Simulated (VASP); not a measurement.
Input of a VASP 6.6.1 run:

The input INCAR:

```
SYSTEM = AlO2
PREC = Accurate ; ENCUT = 520
EDIFF = 1E-7 ; ISMEAR = 0
SIGMA = 0.1 ; LREAL = .False.
LASPH = .True. ; NELM = 150
ALGO = Normal ; ISIF = 2
LWAVE = .False. ; LCHARG = .False.
ISPIN = 2 ; MAGMOM = 0 1.14 0
LORBIT = 11 ; GGA = PE
NBANDS = 18
```

KPOINTS

```
regular mesh
0
Gamma
  18 18 10
  0 0 0
```

Contents of POSCAR:

```
AlO2
1.0
    2.6288505518      0.0000000000      0.0000000000
    0.0000000000      2.6288505518      0.0000000000
    0.0000000000      0.0000000000      4.6850973839
Al O
1 2
Direct
    0.5000000000      0.5000000000      0.5000000000
    0.0000000000      0.0000000000      0.0000000000
    0.0000000000      0.0000000000      0.5000000000
```

Potentials or basis: VASP PAW PBE potentials, release 64 (Al, O).

Run with:

```console
$ cat potpaw_PBE.64/Al/POTCAR potpaw_PBE.64/O/POTCAR > POTCAR
$ mpirun -np 1 vasp_std > vasp.out
```

Question: Predict the site moments.

Answer: Al -0.02; O +0.91, +0.03 μB.

Question: What does it give for the band gap on the k mesh?

Answer: Zero (filled and empty bands overlap).

Question: Predict the pressure.

Answer: -0.1 GPa.

Question: Predict the net moment.

Answer: 1.00 μB per cell.
